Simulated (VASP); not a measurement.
SiO2: single point with LDA

System: SiO2, a slab with vacuum.

```
Si O
1.0
     5.31000    0.00000    0.00000
    -2.65500    4.59859    0.00000
     0.00000    0.00000   18.00000
Si O
4 8
Direct
  0.33333 0.66667 0.59000
  0.66667 0.33333 0.59000
  0.33333 0.66667 0.41000
  0.66667 0.33333 0.41000
  0.33333 0.66667 0.50000
  0.66667 0.33333 0.50000
  0.50000 0.00000 0.61778
  0.00000 0.50000 0.61778
  0.50000 0.50000 0.61778
  0.50000 0.00000 0.38222
  0.00000 0.50000 0.38222
  0.50000 0.50000 0.38222
```

```
Program             : VASP 6.6.1
Task                : single point
Functional          : LDA
Potentials or basis : VASP PAW LDA potentials, release 64 (Si, O)
Cutoff              : 520 eV
k mesh              : 4 × 4 × 1
Occupations         : gaussian, width 0.01 eV
Spin                : no spin polarisation
```

The largest force is 0.794 eV/Å and the band gap on the k mesh is 5.61 eV.

Forces in eV/Å, atoms in the order of the input:
```
Si   0.000  0.000 -0.794
Si   0.000  0.000 -0.794
Si   0.000  0.000  0.794
Si   0.000  0.000  0.794
O    0.000  0.000  0.000
O    0.000  0.000  0.000
O    0.000  0.000  0.289
O    0.000  0.000  0.289
O    0.000  0.000  0.289
O    0.000  0.000 -0.289
O    0.000  0.000 -0.289
O    0.000  0.000 -0.289
```

Levels at points of the mesh, in eV from the valence-band top:
```
           k point  band 29  band 30  band 31  band 32  band 33  band 34  band 35  band 36
(0.00, 0.00, 0.00)    -0.25    -0.25    -0.01     0.00     5.61     6.85     7.73     8.21
(0.50, 0.00, 0.00)    -0.80    -0.67    -0.63    -0.21     7.63     7.84     8.07     8.63
```

Run time: 64 s on 1 thread of Intel(R) Xeon(R) 6975P-C (Granite Rapids), with other jobs on the host, peak memory 0.39 GiB.
